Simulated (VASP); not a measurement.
Crystal: GaSb.

```
CELL_PARAMETERS angstrom
0.00000 3.01766 3.01766
3.01766 0.00000 3.01766
3.01766 3.01766 0.00000
ATOMIC_POSITIONS crystal
Sb 0.75000 0.75000 0.75000
Ga 0.00000 0.00000 0.00000
```

Program: VASP 6.6.1. Alike in all runs: task single point; potentials or basis VASP PAW PBE potentials, release 64 (Sb, Ga_d); no spin polarisation; cell as given; cutoff (eV) 520; smearing fermi-dirac 0.05 eV.

Order these runs on this cell by their band gap on the k mesh, lowest first.
A. level BHLYP; k mesh 4 × 4 × 4; grid for exact exchange (PRECFOCK) Normal
B. level r2SCAN+D4; k mesh 8 × 8 × 8
C. level PBEsol+D3(BJ); k mesh 8 × 8 × 8

C (0.28 eV), B (0.76 eV), A (3.60 eV).

Caveats: some runs use coarse meshes; spin-orbit coupling is left out, which moves the levels of the heavy elements.

A k mesh can miss the band edges.
